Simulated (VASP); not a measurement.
K, 1 atom in the cell. Symmetry: Fm-3m, No. 225, cubic system. Conventional cell: a = 6.583 Å, b = 6.583 Å, c = 6.583 Å, α = 90.00°, β = 90.00°, γ = 90.00°. 

```yaml
Program: VASP 6.6.1
Task: relaxation of cell and atoms
Functional: BLYP
Potentials_or_basis: VASP PAW PBE potentials, release 64 (K_sv)
Cutoff: 600 eV
k_mesh: 8 × 8 × 8
Occupations: fermi-dirac, width 0.1 eV
Spin: no spin polarisation
Dipole_correction: no
Further_INCAR_settings: ALGO = Normal; EDIFF = 1e-07; IBRION = 2; EDIFFG = -0.01; NSW = 80; ISIF = 3
```

Potentials or basis: VASP PAW PBE potentials, release 64 (K_sv).

The run is started by

```sh
$ cat potpaw_PBE.64/K_sv/POTCAR > POTCAR
$ mpirun -np 1 vasp_std > vasp.out
```

Hardware: 1 thread of Intel Xeon 6975P-C, with other jobs on the host.

Problem. Estimate the wall time of this run.

Solution. Run time: 2.6 min on 1 thread of Intel Xeon 6975P-C (shared host), peak memory 0.25 GiB. Counts: scf iterations 46, k points 29, ion steps 5.
